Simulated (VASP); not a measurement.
Wanted: the native input for a VASP 6.6.1 run.

```
Task                   : single point
Functional             : LDA
Potentials or basis    : VASP PAW LDA potentials, release 64 (W_sv, Si)
Cutoff                 : 520 eV
k mesh                 : 13 × 13 × 13
Occupations            : fermi-dirac, width 0.05 eV
Spin                   : no spin polarisation
Dipole correction      : no
Further INCAR settings : ALGO = Normal; EDIFF = 1e-07; NBANDS = 16
```

The structure of SiW (CsCl type) lies in POSCAR:

```
SiW
1.0
    2.4686679328      0.0000000000      0.0000000000
    0.0000000000      2.4686679328      0.0000000000
    0.0000000000      0.0000000000      2.4686679328
W Si
1 1
Direct
    0.0000000000      0.0000000000      0.0000000000
    0.5000000000      0.5000000000      0.5000000000
```

This cell differs from its parent crystal: volume scaled by 0.55.

The input as run:

INCAR

```
PREC = Accurate
ENCUT = 520
EDIFF = 1E-7
ISMEAR = -1
SIGMA = 0.05
LREAL = F
LASPH = T
NELM = 60
ALGO = Normal
ISIF = 2
LWAVE = F
LCHARG = F
GGA = CA
NBANDS = 16
```

KPOINTS

```
Automatic mesh
0
Gamma
  13 13 13
```

Potentials or basis: VASP PAW LDA potentials, release 64 (W_sv, Si).

Command:

```console
$ cat potpaw_LDA.64/W_sv/POTCAR potpaw_LDA.64/Si/POTCAR > POTCAR
$ mpirun -np 1 vasp_std > vasp.out
```

Results of the run:

```
Pressure               : 522.9 GPa
Band gap on the k mesh : zero (band 9 reaches 29.51 eV, above the bottom of band 10 at 20.67 eV)
```

Caveat: spin-orbit coupling is left out, which moves the levels of the heavy elements.

Run time: 10 s on 1 thread of AMD EPYC 7R13 Processor (Zen 3) (shared host), peak memory 0.1 GiB.
